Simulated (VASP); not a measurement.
A run of VASP 6.6.1:

File POSCAR:

```
PbSe
1.0
    1.9292640711     -5.2641332669      0.0000000000
    1.9292640711      5.2641332669      0.0000000000
    0.0000000000      0.0000000000      4.1056205620
Pb Se
2 2
Direct
    0.6155412959      0.3844587041      0.7500000000
    0.3844587041      0.6155412959      0.2500000000
    0.8683694364      0.1316305636      0.7500000000
    0.1316305636      0.8683694364      0.2500000000
```

Contents of INCAR.step1:

```
SYSTEM = PbSe
ALGO = Normal
EDIFF = 1E-4
ENCUT = 520
GGA = PE
ISMEAR = 0
LASPH = .True.
LCHARG = .False.
LREAL = .False.
LWAVE = .True.
NBANDS = 28
NELM = 80
PREC = Accurate
SIGMA = 0.01
```

File INCAR.step2:

```
SYSTEM = PbSe
ALGO = Normal
EDIFF = 1E-6
ENCUT = 520
ISIF = 2
ISMEAR = 0
ISTART = 1
LASPH = .True.
LCHARG = .True.
LELF = .True.
LMIXTAU = .True.
LREAL = .False.
LVHAR = .True.
LWAVE = .False.
METAGGA = R2SCAN
NBANDS = 28
NELM = 80
PREC = Accurate
SIGMA = 0.01
```

KPOINTS

```
k-points
0
Gamma
  6 6 4
  0 0 0
```

Potentials or basis: VASP PAW PBE potentials, release 64 (Pb_d, Se).

Command:

```sh
$ cat potpaw_PBE.64/Pb_d/POTCAR potpaw_PBE.64/Se/POTCAR > POTCAR
$ cp INCAR.step1 INCAR
$ mpirun -np 1 vasp_std > vasp.out
$ cp INCAR.step2 INCAR
$ mpirun -np 1 vasp_std > vasp.out
```

Hardware: 1 thread of Intel(R) Xeon(R) 6975P-C (Granite Rapids) (shared host).

Q: Estimate the wall time of this run.

A: Run time: 3.1 min on 1 thread of Intel(R) Xeon(R) 6975P-C (Granite Rapids) (shared host), peak memory 0.28 GiB. Counts: k points 39.
